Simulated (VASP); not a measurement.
Runs of VASP 6.6.1 on Pt. The structure is that of space group Im-3m (No. 229), or close to it. The cells are those of the table. This isn't the form of Pt at room conditions, which is fcc.

```csv
task,cell,k mesh,cutoff (eV),gap on the mesh (eV),pressure (GPa),moment (μB)
single point,"a = 2.824 Å, angles 109.5°, 1 atom",16 × 16 × 16,520,none,-21.1,0.00
single point,"a = 2.719 Å, angles 109.5°, 1 atom",23 × 23 × 23,520,none,0.4,0.00
single point,"a = 2.755 Å, angles 109.5°, 1 atom",23 × 23 × 23,520,none,(a),0.00
single point,"a = 2.790 Å, angles 109.5°, 1 atom",23 × 23 × 23,520,none,-16.0,0.00
relaxation of cell and atoms,"relaxed from a = 2.697 Å, angles 109.5°, 1 atom",14 × 14 × 14,600,none,0.0,0.00
```

Alike in all rows: level r2SCAN; potentials or basis VASP PAW PBE potentials, release 64 (Pt); spin collinear; smearing fermi-dirac 0.05 eV.

Q: Fill in the values left out.

A: (a) -8.8.

Caveats: the PAW data sets were made with another functional, which shifts forces and pressure a little; spin-orbit coupling is left out, which moves the levels of the heavy elements; the cell stands under tension (at least some runs).

A k mesh can miss the band edges, and the runs leave out spin-orbit coupling on Pt.

A gap of «none» marks levels without a gap at the run's occupations.
